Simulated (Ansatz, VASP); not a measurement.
# Co: VASP beside Ansatz

Contents of INCAR:

```
SYSTEM = Co
PREC = Accurate ; ENCUT = 600
EDIFF = 1E-6 ; ISMEAR = -1
SIGMA = 0.1 ; LREAL = .False.
LASPH = .True. ; NELM = 60
ALGO = Normal ; ISIF = 3
LWAVE = .False. ; LCHARG = .False.
GGA = RE ; IBRION = 2
NSW = 80 ; EDIFFG = -0.01
```

File KPOINTS:

```
Automatic mesh
0
Gamma
  16 16 16
  0 0 0
```

The input POSCAR:

```
Co
1.0
   -1.4041371717      1.4041371717      1.4041371717
    1.4041371717     -1.4041371717      1.4041371717
    1.4041371717      1.4041371717     -1.4041371717
Co
1
Direct
    0.0000000000      0.0000000000      0.0000000000
```

Input for Ansatz:

```yaml
crystal:
  lattice:
    - [-1.4041371717, 1.4041371717, 1.4041371717]
    - [1.4041371717, -1.4041371717, 1.4041371717]
    - [1.4041371717, 1.4041371717, -1.4041371717]
  atoms:
    - { symbol: Co, position: [0.0, 0.0, 0.0] }
hamiltonian:
  xc: revpbe
  pseudopotentials:
    kind: paw
    azcp:
      Co: "pseudopotentials/Co.paw.azcp"
basis:
  ecutwfc: 420
  fft_grid_basis: typed
kpoints:
  mp_grid: { grid: [16, 16, 16], shift: [0, 0, 0] }
magnetization:
  spin_polarized: false
scf:
  occupations: { method: fermi_dirac, width: 0.1 }
relax:
  max_steps: 60
  f_tol: 0.01
  cell: {}
output:
  write_density: true
  write_potential: true
  elf: true
  volumetric_format: npy
```

Alike in both runs: task relaxation of cell and atoms; functional revPBE; k mesh 16 × 16 × 16; occupations fermi-dirac, width 0.1 eV; no spin polarisation.

|  | VASP | Ansatz |
| --- | --- | --- |
| version | VASP 6.6.1 | Ansatz 0.2.0 |
| potentials or method | VASP PAW PBE potentials, release 64 (Co), cutoff 600 eV | plane waves (420 eV) with PAW, scalar-relativistic |
| valence electrons in the cell | 9 | 17 |

|  | VASP | Ansatz | Ansatz less VASP |
| --- | --- | --- | --- |
| relaxed volume (Å³/atom) | 10.74 | 10.77 | +0.033 |
| relaxed cell length with the largest relative difference (Å) | 2.407 | 2.410 | +0.0025 |

VASP's potentials were made for PBE, not for revPBE. VASP's potentials hold 9 valence electrons a cell and Ansatz's 17, so a difference there can come from the potentials and not from the codes.
